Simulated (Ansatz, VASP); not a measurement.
# One calculation of Ta4Ge3, two programs

```
Ta Ge
1.0
    -3.92441    3.92441    3.92441
     3.92441   -3.92441    3.92441
     3.92441    3.92441   -3.92441
Ta Ge
8 6
Direct
  0.84053 0.50000 0.00000
  0.50000 0.00000 0.34053
  0.50000 0.00000 0.84053
  0.00000 0.34053 0.50000
  0.65947 0.65947 0.65947
  0.00000 0.84053 0.50000
  0.34053 0.50000 0.00000
  0.15947 0.15947 0.15947
  0.12500 0.75000 0.87500
  0.87500 0.12500 0.75000
  0.75000 0.87500 0.12500
  0.25000 0.62500 0.37500
  0.62500 0.37500 0.25000
  0.37500 0.25000 0.62500
```

Alike in both runs: functional PBE; k mesh 6 × 6 × 6; occupations gaussian, width 0.1 eV; no spin polarisation.

Ansatz relaxed the structure, and its values are those at the end. VASP's run is a single point on that final structure, the one shown.

|  | VASP | Ansatz |
| --- | --- | --- |
| version | VASP 6.6.1 | Ansatz 0.2.0 |
| potentials or method | VASP PAW PBE potentials, release 64 (Ta_pv, Ge_d), cutoff 520 eV | scalar-relativistic, plane waves, PAW |
| valence electrons in the cell | 172 | 188 |

Ansatz gave:

```
gap on the k mesh at the Fermi level (eV) : none
pressure (GPa)                            : 0.0
```

Q: What did VASP give for the same quantities?

A: gap on the k mesh at the Fermi level (eV): none; pressure (GPa): 0.2.

A gap of «none» marks a metal or a gap that the smearing closes. The functional is the same, so the differences come from potentials, cutoffs and numerics. VASP's potentials hold 172 valence electrons a cell and Ansatz's 188, so a difference there can come from the potentials and not from the codes.

Neither program's run includes spin-orbit coupling.
